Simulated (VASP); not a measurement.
# K2PdC2 (P1) in VASP: further runs

K2PdC2 is run at these levels: LDA; tasks: single point.

Program: VASP 6.6.1. These are calculated values, not measurements. Logs are shortened: lines on timing, memory, paths and dates and some standing lists are left out, and cuts for length are marked.

## 1. The cell of the first run

The typed cell holds 5 atoms: a = 5.118 Å, b = 5.118 Å, c = 5.258 Å, α = 90.00°, β = 90.00°, γ = 120.00°.

## 2. Single point, LDA (atom 1 (K) moved by (-0.200, +0.000) A along [1 1 0] and z)

INCAR

```
SYSTEM = K2PdC2
PREC     = Accurate       ! precision mode
ENCUT    = 520            ! plane-wave cutoff, eV
EDIFF    = 1E-7           ! SCF threshold, eV
ISMEAR   = 0              ! smearing method
SIGMA    = 0.05           ! smearing width, eV
LREAL    = .False.        ! projectors in reciprocal space
LASPH    = .True.         ! aspherical terms in the spheres
NELM     = 100            ! most SCF steps
ALGO     = Normal         ! electronic algorithm
ISIF     = 2              ! what is computed and relaxed
LWAVE    = .False.        ! write WAVECAR
LCHARG   = .True.         ! write CHGCAR
GGA      = CA             ! functional
LELF     = .True.         ! ELF
LVHAR    = .True.       
NBANDS   = 26             ! bands
```

KPOINTS

```
Automatic mesh
0
Gamma
  6 6 6
  0 0 0
```

POSCAR

```
K2PdC2
1.0
    5.1181840614      0.0000000000      0.0000000000
   -2.5590920307      4.4324774185      0.0000000000
    0.0000000000      0.0000000000      5.2581371800
K Pd C
2 1 2
Direct
    0.6230826510      0.3014276195      0.7201982100
    0.3333333333      0.6666666667      0.2798017900
    0.0000000000      0.0000000000      0.0000000000
    0.0000000000      0.0000000000      0.6201967800
    0.0000000000      0.0000000000      0.3798032200
```

Potentials or basis: VASP PAW LDA potentials, release 64 (K_sv, Pd, C).

Launch:

```sh
$ cat potpaw_LDA.64/K_sv/POTCAR potpaw_LDA.64/Pd/POTCAR potpaw_LDA.64/C/POTCAR > POTCAR
$ mpirun -np 1 vasp_std > vasp.out
```

OUTCAR:

```text
SYSTEM = K2PdC2
   PREC = Accurate
   ENCUT = 520
   EDIFF = 1E-7
   ISMEAR = 0
   LREAL = .False.
   LASPH = .True.
   NELM = 100
   ISIF = 2
   GGA = CA

 ion  position               nearest neighbor table
   1  0.623  0.301  0.720-   4 2.81   3 3.13   3 3.35   3 3.43   2 3.65   2 3.72
   2  0.333  0.667  0.280-   3 3.30   3 3.30   3 3.30   1 3.65   1 3.72
   3  0.000  0.000  0.000-   4 2.00   5 2.00   1 3.13   2 3.30   2 3.30   2 3.30   1 3.35   1 3.43

   4  0.000  0.000  0.620-   5 1.26   3 2.00   1 2.81
   5  0.000  0.000  0.380-   4 1.26   3 2.00

  LATTYP: Found a hexagonal cell.
 ALAT       =     5.1181840614
 C/A-ratio  =     1.0273442918

  Lattice vectors:

 A1 = (   5.1181840614,   0.0000000000,   0.0000000000)
 A2 = (  -2.5590920307,   4.4324774185,   0.0000000000)
 A3 = (   0.0000000000,   0.0000000000,   5.2581371800)

Analysis of symmetry for initial positions (statically):
=====================================================================
 Subroutine PRICEL returns:
 Original cell was already a primitive cell.

 Routine SETGRP: Setting up the symmetry group for a
 hexagonal supercell.

 Subroutine GETGRP returns: Found  1 space group operations
 (whereof  1 operations were pure point group operations)
 out of a pool of 24 trial point group operations.

The static configuration has the point symmetry C_1 .

Analysis of symmetry for dynamics (positions and initial velocities):
=====================================================================
 Subroutine PRICEL returns:
 Original cell was already a primitive cell.

 Routine SETGRP: Setting up the symmetry group for a
 hexagonal supercell.

 Subroutine GETGRP returns: Found  1 space group operations
 (whereof  1 operations were pure point group operations)
 out of a pool of 24 trial point group operations.

The dynamic configuration has the point symmetry C_1 .

 Subroutine INISYM returns: Found  1 space group operations
 (whereof  1 operations are pure point group operations),
 and found     1 'primitive' translations

----------------------------------------------------------------------------------------

                                     Primitive cell

  volume of cell :     119.2873

  direct lattice vectors                    reciprocal lattice vectors
     5.118184061  0.000000000  0.000000000     0.195381797  0.112803733  0.000000000
    -2.559092031  4.432477419  0.000000000     0.000000000  0.225607466  0.000000000
     0.000000000  0.000000000  5.258137180     0.000000000  0.000000000  0.190181421

  length of vectors
     5.118184061  5.118184061  5.258137180     0.225607466  0.225607466  0.190181421

  position of ions in fractional coordinates (direct lattice)
     0.623082651  0.301427619  0.720198210
     0.333333333  0.666666667  0.279801790
     0.000000000  0.000000000  0.000000000
     0.000000000  0.000000000  0.620196780
     0.000000000  0.000000000  0.379803220

  ion indices of the primitive-cell ions
   primitive index   ion index
                 1           1
                 2           2
                 3           3
                 4           4
                 5           5

----------------------------------------------------------------------------------------

 KPOINTS: Automatic mesh

Automatic generation of k-mesh.
 Grid dimensions read from file:
 generate k-points for:    6    6    6

 Generating k-lattice:

  Cartesian coordinates                     Fractional coordinates (reciprocal lattice)
     0.032563633  0.018800622  0.000000000     0.166666667  0.000000000  0.000000000
     0.000000000  0.037601244  0.000000000     0.000000000  0.166666667  0.000000000
     0.000000000  0.000000000  0.031696903     0.000000000  0.000000000  0.166666667

  Length of vectors
     0.037601244  0.037601244  0.031696903

  Shift w.r.t. Gamma in fractional coordinates (k-lattice)
     0.000000000  0.000000000  0.000000000

 Subroutine IBZKPT returns following result:
 ===========================================

 Found    112 irreducible k-points:

 Following reciprocal coordinates:
            Coordinates               Weight
  0.000000  0.000000  0.000000      1.000000
  0.166667 -0.000000  0.000000      2.000000
  0.000000  0.166667  0.000000      2.000000
 -0.166667  0.166667  0.000000      2.000000
  0.333333  0.000000  0.000000      2.000000
  0.000000  0.333333  0.000000      2.000000
[... 16 lines left out ...]
  0.000000  0.166667  0.166667      2.000000
 -0.166667  0.166667  0.166667      2.000000
 [... further k-points ...]
   k-points           NKPTS =    112   k-points in BZ     NKDIM =    112   number of bands    NBANDS=     26
   number of dos      NEDOS =    301   number of ions     NIONS =      5
   total plane-waves  NPLWV =  64000
   dimension x,y,z NGX =    40 NGY =   40 NGZ =   40
   dimension x,y,z NGXF=    80 NGYF=   80 NGZF=   80
   ions per type =               2   1   2
   NGX,Y,Z   is equivalent  to a cutoff of  12.99, 12.99, 12.65 a.u.
   NGXF,Y,Z  is equivalent  to a cutoff of  25.99, 25.99, 25.29 a.u.
 SYSTEM =  K2PdC2
   PREC   = accura    normal or accurate (medium, high low for compatibility)
   ISTART =      0    job   : 0-new  1-cont  2-samecut
   ICHARG =      2    charge: 1-file 2-atom 10-const
   ISPIN  =      1    spin polarized calculation?
   LNONCOLLINEAR =      F non collinear calculations
   LSORBIT =      F    spin-orbit coupling
   LASPH  =      T    aspherical Exc in radial PAW
   ENCUT  =  520.0 eV  38.22 Ry    6.18 a.u.   9.52  9.52  9.78*2*pi/ulx,y,z
   NELM   =    100;   NELMIN=  2; NELMDL= -5     # of ELM steps
   EDIFF  = 0.1E-06   stopping-criterion for ELM
   LREAL  =      F    real-space projection
   EDIFFG = 0.1E-05   stopping-criterion for IOM
   NSW    =      0    number of steps for IOM
   IBRION =     -1    ionic relax: 0-MD 1-quasi-New 2-CG
   NFREE  =      0    steps in history (QN), initial steepest desc. (CG)
   ISIF   =      2    stress and relaxation
   ISYM   =      2    0-nonsym 1-usesym 2-fastsym
   POTIM  = 0.5000    time-step for ionic-motion
   TEBEG  =    0.0;   TEEND  =   0.0 temperature during run
   PSTRESS=    0.0 pullay stress
   NELECT =      36.0000    total number of electrons
   NUPDOWN=      -1.0000    fix difference up-down
   EMIN   =  10.00;   EMAX   =-10.00  energy-range for DOS
   EFERMI =   0.00;   METHOD = LEGACY
   ISMEAR =     0;   SIGMA  =   0.05  broadening in eV -4-tet -1-fermi 0-gaus
   EFERMI_NEDOS =   21; number of points for ismear=-14 and -15
   IALGO  =     38    algorithm
   IMIX   =      4    mixing-type and parameters
     AMIX     =   0.40;   BMIX     =  1.00
     AMIX_MAG =   1.60;   BMIX_MAG =  1.00
  volume/ion in A,a.u.               =      23.86       161.00
  Fermi-wavevector in a.u.,A,eV,Ry     =   1.098106  2.075119 16.406402  1.205837
  Thomas-Fermi vector in A             =   2.234478
   LORBIT       =      0    0 simple, 1 ext, 2 COOP (PROOUT), +10 PAW based schemes
   GGA     = CA    functional components
   LHFCALC =     F    Hartree Fock is set to
   AEXX    =    0.0000 exact exchange contribution
   IVDW    =     0    specifies the selected vdW correction
   LEPSILON=     F    determine dielectric tensor
   LRPA    =     F    only Hartree local field effects (RPA)
 non-spin polarized calculation
 Gauss-broadening in eV      SIGMA  =   0.05
  energy-cutoff  :      520.00
  volume of cell :      119.29
 maximum number of plane-waves:      3247
 NGX is ok and might be reduce to    40
   NGX = 19   NGY = 19   NGZ = 19

 number of electron      36.0000006 magnetization

 Free energy of the ion-electron system (eV)
  ---------------------------------------------------
  ext. energy  EPLUGINS =         0.00000000
  ---------------------------------------------------
  free energy    TOTEN  =       -28.71574426 eV

  energy without entropy =      -28.71574426  energy(sigma->0) =      -28.71574426

 E-fermi :   1.1256     XC(G=0):  -8.6262

 val. band max:        0.8455859967   @ k =   0.0000   0.0000   0.5000
 cond. band min:       2.1577021200   @ k =   0.0000   0.5000   0.5000
 fundamental gap:      1.3121161234
 Fermi energy:         1.1256464108

 k-point     1 :       0.0000    0.0000    0.0000
  band No.  band energies     occupation
      1     -28.7027      2.00000
      2     -28.6493      2.00000
      3     -12.7002      2.00000
      4     -12.5129      2.00000
      5     -12.4553      2.00000
      6     -12.3805      2.00000
[... 18 lines left out ...]
     25       6.9514      0.00000
     26       7.1841      0.00000

 k-point     2 :       0.1667   -0.0000    0.0000
  band No.  band energies     occupation
      1     -28.7003      2.00000
      2     -28.6511      2.00000
      3     -12.7139      2.00000
      4     -12.5219      2.00000
      5     -12.4997      2.00000
      6     -12.4331      2.00000
[... 18 lines left out ...]
     25       6.8992      0.00000
     26       7.2602      0.00000

 k-point     3 :       0.0000    0.1667    0.0000
  band No.  band energies     occupation
      1     -28.6991      2.00000
      2     -28.6523      2.00000
      3     -12.7171      2.00000
      4     -12.5306      2.00000
      5     -12.4747      2.00000
      6     -12.4113      2.00000
[... 18 lines left out ...]
     25       6.8572      0.00000
     26       7.3404      0.00000

 k-point     4 :      -0.1667    0.1667    0.0000
  band No.  band energies     occupation
      1     -28.6994      2.00000
      2     -28.6521      2.00000
      3     -12.7154      2.00000
      4     -12.5322      2.00000
      5     -12.4824      2.00000
      6     -12.4139      2.00000
[... 18 lines left out ...]
     25       6.8649      0.00000
     26       7.2988      0.00000
[... 496 lines left out ...]
      1     -28.6982      2.00000
      2     -28.6531      2.00000
      3     -12.7137      2.00000
      4     -12.5116      2.00000
      5     -12.4789      2.00000
      6     -12.4531      2.00000
[... 18 lines left out ...]
     25       7.0110      0.00000
     26       7.4558      0.00000

 k-point    23 :       0.0000    0.1667    0.1667
  band No.  band energies     occupation
      1     -28.6971      2.00000
      2     -28.6542      2.00000
      3     -12.7058      2.00000
      4     -12.5445      2.00000
      5     -12.4723      2.00000
      6     -12.4009      2.00000
[... 18 lines left out ...]
     25       7.0672      0.00000
     26       7.5734      0.00000

 k-point    24 :      -0.1667    0.1667    0.1667
  band No.  band energies     occupation
      1     -28.6974      2.00000
      2     -28.6539      2.00000
      3     -12.7176      2.00000
      4     -12.5167      2.00000
      5     -12.4717      2.00000
      6     -12.4373      2.00000
[... 18 lines left out ...]
     25       6.9710      0.00000
     26       7.5555      0.00000

 [... further k-points ...]
[... 5 lines left out ...]
  --------------------------------------------------------------------------------------
  -------------------------------------------------------------------------------------
  Total       -1.1121370     -1.3450502     -2.6730441      0.1608714     -0.0204996     -0.0298005
  in kB      -14.9373837    -18.0656975    -35.9023075      2.1607036     -0.2753350     -0.4002580
  external PRESSURE =     -22.9684629 kB  Pullay stress =       0.0000000 kB

 VOLUME and BASIS-vectors are now :
 -----------------------------------------------------------------------------
  energy-cutoff  :      520.00
  volume of cell :      119.29
      direct lattice vectors                 reciprocal lattice vectors
     5.118184061  0.000000000  0.000000000     0.195381797  0.112803733  0.000000000
    -2.559092031  4.432477419  0.000000000     0.000000000  0.225607466  0.000000000
     0.000000000  0.000000000  5.258137180     0.000000000  0.000000000  0.190181421

 POSITION                                       TOTAL-FORCE (eV/Angst)
 -----------------------------------------------------------------------------------
      2.41767      1.33607      3.78690         0.327091      0.260856      0.035797
     -0.00000      2.95498      1.47124        -0.043257     -0.050846     -0.035627
      0.00000      0.00000      0.00000        -0.083818     -0.065088      0.022281
      0.00000      0.00000      3.26108        -0.198961     -0.145284      0.355039
      0.00000      0.00000      1.99706        -0.001056      0.000363     -0.377491
 -----------------------------------------------------------------------------------
    total drift:                               -0.000121     -0.000033     -0.000006

  FREE ENERGIE OF THE ION-ELECTRON SYSTEM (eV)
  ---------------------------------------------------
  free  energy   TOTEN  =       -28.7157442576 eV

  energy  without entropy=      -28.7157442576  energy(sigma->0) =      -28.71574426
```

It took 5 min on 1 thread of Intel Xeon Platinum 8488C (Sapphire Rapids), shared host; peak memory 0.44 GiB.

What came out:

```yaml
Free_energy: -28.7157 eV
Pressure: -2.3 GPa
Largest_force: 0.432 eV/Å
Band_gap_on_the_k_mesh: 1.31 eV, indirect (least direct gap 1.37 eV)
```

Forces on the atoms (eV/Å):
```
K    0.327  0.261  0.036
K   -0.043 -0.051 -0.036
Pd  -0.084 -0.065  0.022
C   -0.199 -0.145  0.355
C   -0.001  0.000 -0.377
```

Levels at points of the mesh, in eV from the valence-band top:
```
           k point  band 16  band 17  band 18  band 19  band 20  band 21
(0.00, 0.00, 0.00)    -1.56    -1.15    -1.15     3.96     4.35     5.14
(0.50, 0.00, 0.00)    -1.24    -1.07    -0.55     2.35     3.49     4.56
(0.00, 0.50, 0.00)    -1.25    -1.06    -0.53     2.43     3.56     4.58
(0.50, 0.50, 0.00)    -1.25    -1.06    -0.53     2.41     3.54     4.59
(0.00, 0.00, 0.50)    -1.16    -0.06     0.00     2.61     2.65     3.55
(0.50, 0.00, 0.50)    -0.81    -0.10    -0.03     1.35     2.85     4.52
(0.00, 0.50, 0.50)    -0.77    -0.09    -0.06     1.31     2.81     4.63
(0.50, 0.50, 0.50)    -0.78    -0.09    -0.05     1.32     2.82     4.60
```

Caveat: the cell differs from its parent crystal (atom 1 (K) moved by (-0.200, +0.000) A along [1 1 0] and z).

(Part 1 of 2 ends here.)
